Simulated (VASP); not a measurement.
Input of a VASP 6.6.1 run:

INCAR

```
ALGO = Normal ; EDIFF = 1E-6
ENCUT = 600 ; GGA = PE
GGA_COMPAT = False ; ISIF = 2
ISMEAR = 0 ; ISPIN = 2
LASPH = True ; LCHARG = True
LELF = True ; LMAXMIX = 4
LORBIT = 11 ; LREAL = False
LVHAR = True ; LWAVE = False
MAGMOM = 3.79 0.35 ; NBANDS = 18
NELM = 200 ; PREC = Accurate
SIGMA = 0.15
```

The input KPOINTS:

```
k-points
0
Gamma
  20 20 20
```

POSCAR

```
FeO
1.0
    0.0000000000      2.0691840000      1.9829680000
    2.0691840000      0.0000000000      1.9829680000
    2.0691840000      2.0691840000      0.0000000000
Fe O
1 1
Direct
    0.0000000000      0.0000000000      0.0000000000
    0.5000000000      0.5000000000      0.5000000000
```

Potentials or basis: VASP PAW PBE potentials, release 64 (Fe, O).

The run is started by

```sh
$ cat potpaw_PBE.64/Fe/POTCAR potpaw_PBE.64/O/POTCAR > POTCAR
$ mpirun -np 1 vasp_std > vasp.out
```

Problem. Predict the net moment.

Solution. 3.71 μB per cell.

Problem. What does it give for the pressure?

Solution. 39.7 GPa.

Problem. Estimate the site moments.

Solution. Fe +3.37; O +0.27 μB.

Stress tensor (GPa, compression positive):
```
36.13  0.00  0.00
 0.00 36.13  0.00
 0.00  0.00 46.93
```

Caveat: the cell differs from its parent crystal (strain -0.040 along x and y, -0.080 along z); the stress differs along the axes, from 36 to 47 GPa; a cell with one magnetic atom can't hold antiferromagnetic order, which such compounds often take.
